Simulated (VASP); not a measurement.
Wanted: the native input for a VASP 6.6.1 run.

```
Task                   : single point
Functional             : BLYP
Potentials or basis    : VASP PAW PBE potentials, release 64 (P)
Cutoff                 : 520 eV
k mesh                 : 11 × 11 × 11
Occupations            : fermi-dirac, width 0.1 eV
Spin                   : no spin polarisation
Dipole correction      : no
Further INCAR settings : ALGO = Normal; EDIFF = 1e-06; NBANDS = 12
```

The structure of P lies in POSCAR:

```
P
1.0
    0.0000000000      2.9673831456      2.9673831456
    2.9673831456      0.0000000000      2.9673831456
    2.9673831456      2.9673831456      0.0000000000
P
2
Direct
    0.1250000000      0.1250000000      0.1250000000
    0.8750000000      0.8750000000      0.8750000000
```

This cell differs from its parent crystal: volume scaled by 1.12.

These files were run (other wordings do the same):

INCAR

```
AGGAC = 1.0
AGGAX = 1.0
ALDAC = 0.0
ALDAX = 1.0
ALGO = Normal
EDIFF = 1E-6
ENCUT = 520
GGA = B5
ISIF = 2
ISMEAR = -1
LASPH = T
LCHARG = F
LREAL = F
LWAVE = F
NBANDS = 12
NELM = 60
PREC = Accurate
SIGMA = 0.1
```

KPOINTS

```
k-points
0
Gamma
  11 11 11
```

Potentials or basis: VASP PAW PBE potentials, release 64 (P).

Launch:

```sh
$ cat potpaw_PBE.64/P/POTCAR > POTCAR
$ mpirun -np 1 vasp_std > vasp.out
```

It gave:

```yaml
Pressure: -3.9 GPa
Band_gap_on_the_k_mesh: zero (band 5 reaches 4.41 eV, above the bottom of band 6 at 3.43 eV)
```

Caveat: the PAW data sets were made with another functional, which shifts forces and pressure a little.

Run time: 27 s on 1 thread of Intel(R) Xeon(R) Platinum 8488C (Sapphire Rapids), with other jobs on the host, peak memory 0.17 GiB.
